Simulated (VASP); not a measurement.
A run of VASP 6.6.1 is set up as follows.

INCAR

```
PREC = Accurate ; ENCUT = 520
EDIFF = 1E-6 ; ISMEAR = 0
SIGMA = 0.1 ; LREAL = False
LASPH = True ; NELM = 100
ALGO = Normal ; ISIF = 2
LWAVE = False ; LCHARG = True
GGA = PE ; LELF = True
LVHAR = True ; NBANDS = 22
```

KPOINTS

```
regular mesh
0
Gamma
  12 12 4
```

POSCAR

```
TiAl3F
1.0
    2.9447595887      0.0000000000      0.0000000000
    0.0000000000      2.9447595887      0.0000000000
    0.0000000000      0.0000000000     10.5818914339
Ti Al F
1 3 1
Direct
    0.5000000000      0.5000000000      0.5000000000
    0.0000000000      0.0000000000      0.0000000000
    0.5000000000      0.5000000000      0.2461675045
    0.5000000000      0.5000000000      0.7538324955
    0.5000000000      0.5000000000      0.0000000000
```

Potentials or basis: VASP PAW PBE potentials, release 64 (Ti_sv, Al, F).

Launch:

```console
$ cat potpaw_PBE.64/Ti_sv/POTCAR potpaw_PBE.64/Al/POTCAR potpaw_PBE.64/F/POTCAR > POTCAR
$ mpirun -np 1 vasp_std > vasp.out
```

**Question.** What does it give for the band gap on the k mesh?

**Answer.** Zero (bands 14 and 15 overlap by 1.05 eV).

**Question.** Predict the pressure.

**Answer.** -0.1 GPa.
